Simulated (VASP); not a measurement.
Here is a VASP 6.6.1 calculation.

File INCAR:

```
PREC     = Accurate       # precision mode
ENCUT    = 400            # plane-wave cutoff, eV
EDIFF    = 1E-6           # SCF threshold, eV
ISMEAR   = -1             # smearing method
SIGMA    = 0.1448         # smearing width, eV
LREAL    = Auto         
LASPH    = T              # aspherical terms in the spheres
NELM     = 120            # most SCF steps
ALGO     = Normal         # electronic algorithm
ISIF     = 2              # what is computed and relaxed
LWAVE    = F              # write WAVECAR
LCHARG   = T              # write CHGCAR
GGA      = PE             # functional
LELF     = T              # ELF
LVHAR    = T            
NBANDS   = 128            # bands
ISYM     = -1           
GGA_COMPAT= F
```

The input KPOINTS:

```
explicit points
1
Reciprocal
  0.25000000   0.25000000   0.25000000 1
```

POSCAR

```
Ti7Cu5Ni4Ag4
1.0
    6.7185500000      0.1110650000      0.1315620000
    0.1110650000      6.6664200000      0.2049450000
    0.1315620000      0.2049450000      6.4951710000
Ti Cu Ni Ag
7 5 4 4
Direct
    0.6486352510      0.2193787128      0.0119285049
    0.9189212815      0.8432579101      0.9547664543
    0.3686604846      0.8706793090      0.1347813504
    1.0416504085      0.6033908247      0.2701087402
    0.2358273470      0.6708234187      0.7706417856
    0.2377610494      0.1036083260      0.8686645313
    0.8621113093      0.2323778764      0.5796583690
    0.5480927343      0.9447942347      0.7130249487
    0.6385974624      0.4907660683      0.3332427720
    0.4704759831      0.1555747055      0.3840750275
    0.5592191092      0.3851891860      0.6875573280
    0.0019081900      0.2046389711      0.2372379758
    0.9694864129      0.4174422753      0.8936078390
    0.4153252090      0.7602827244      0.4771667816
    0.8916752040      0.6343152732      0.5885387287
    0.0840831891      0.9021977374      0.4278233679
    0.6044268767      0.6208259744      0.9104815273
    0.7271368426      0.8988998030      0.3037006112
    0.3116252594      0.4261727931      0.1127546872
    0.1833719582      0.3528028175      0.5367148987
```

Potentials or basis: VASP PAW PBE potentials, release 64 (Ti_sv, Cu, Ni, Ag).

Command:

```bash
$ cat potpaw_PBE.64/Ti_sv/POTCAR potpaw_PBE.64/Cu/POTCAR potpaw_PBE.64/Ni/POTCAR potpaw_PBE.64/Ag/POTCAR > POTCAR
$ mpirun -np 1 vasp_std > vasp.out
```

Problem. Predict the band gap on the k mesh.

Solution. Zero (an odd number of electrons rules out a gap without spin polarisation).

Problem. Predict the pressure.

Solution. 9.0 GPa.

Stress tensor (GPa, compression positive):
```
10.07 -1.72 -2.14
-1.72  6.87  0.34
-2.14  0.34  9.96
```

Caveat: the atoms stand as in a frame of molecular dynamics. Spin polarisation is off, so any magnetic state and its effect on volume and gap are missing.
